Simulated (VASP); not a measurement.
Wanted: the native input for a VASP 6.6.1 run.

```yaml
Task: single point
Functional: r2SCAN
Potentials_or_basis: VASP PAW PBE potentials, release 64 (Pb_d, S)
Cutoff: 550 eV
k_mesh: 8 × 8 × 8
Occupations: gaussian, width 0.05 eV
Spin: no spin polarisation
Dipole_correction: no
Further_INCAR_settings: ALGO = Normal; EDIFF = 1e-06; NBANDS = 17
```

The system is PbS.

```
CELL_PARAMETERS angstrom
0.00000 2.89087 2.96500
2.89087 0.00000 2.96500
2.89087 2.89087 0.00000
ATOMIC_POSITIONS crystal
Pb 0.00000 0.00000 0.00000
S 0.50000 0.50000 0.50000
```

This cell differs from its parent crystal: strain -0.025 along x and y, +0.000 along z.

The input as run:

POSCAR

```
PbS
1.0
    0.0000000000      2.8908750000      2.9650000000
    2.8908750000      0.0000000000      2.9650000000
    2.8908750000      2.8908750000      0.0000000000
Pb S
1 1
Direct
    0.0000000000      0.0000000000      0.0000000000
    0.5000000000      0.5000000000      0.5000000000
```

INCAR.step1

```
SYSTEM = PbS
ALGO = Normal
EDIFF = 1E-5
ENCUT = 550
GGA = PE
GGA_COMPAT = .FALSE.
ISMEAR = 0
LASPH = .TRUE.
LCHARG = .FALSE.
LREAL = .FALSE.
LWAVE = .TRUE.
NBANDS = 17
NELM = 120
PREC = Accurate
SIGMA = 0.05
```

INCAR.step2

```
SYSTEM = PbS
ALGO = Normal
EDIFF = 1E-6
ENCUT = 550
GGA_COMPAT = .FALSE.
ISIF = 2
ISMEAR = 0
ISTART = 1
LASPH = .TRUE.
LCHARG = .TRUE.
LELF = .TRUE.
LMIXTAU = .TRUE.
LREAL = .FALSE.
LVHAR = .TRUE.
LWAVE = .FALSE.
METAGGA = R2SCAN
NBANDS = 17
NELM = 120
PREC = Accurate
SIGMA = 0.05
```

KPOINTS

```
k-points
0
G
  8 8 8
  0 0 0
```

Potentials or basis: VASP PAW PBE potentials, release 64 (Pb_d, S).

The run is started by

```bash
$ cat potpaw_PBE.64/Pb_d/POTCAR potpaw_PBE.64/S/POTCAR > POTCAR
$ cp INCAR.step1 INCAR
$ mpirun -np 1 vasp_std > vasp.out
$ cp INCAR.step2 INCAR
$ mpirun -np 1 vasp_std > vasp.out
```

Results of the run:

```json
{
 "Pressure": "5.1 GPa",
 "Band gap on the k mesh": "0.38 eV"
}
```

Caveat: the cell differs from its parent crystal (strain -0.025 along x and y, +0.000 along z); the cell stands under pressure; the PAW data sets were made with another functional, which shifts forces and pressure a little; spin-orbit coupling is left out, which moves the levels of the heavy elements.

Run time: 100 s on 1 thread of AMD EPYC 9R45 96-Core Processor (Zen 5), with other jobs on the host, peak memory 0.19 GiB.
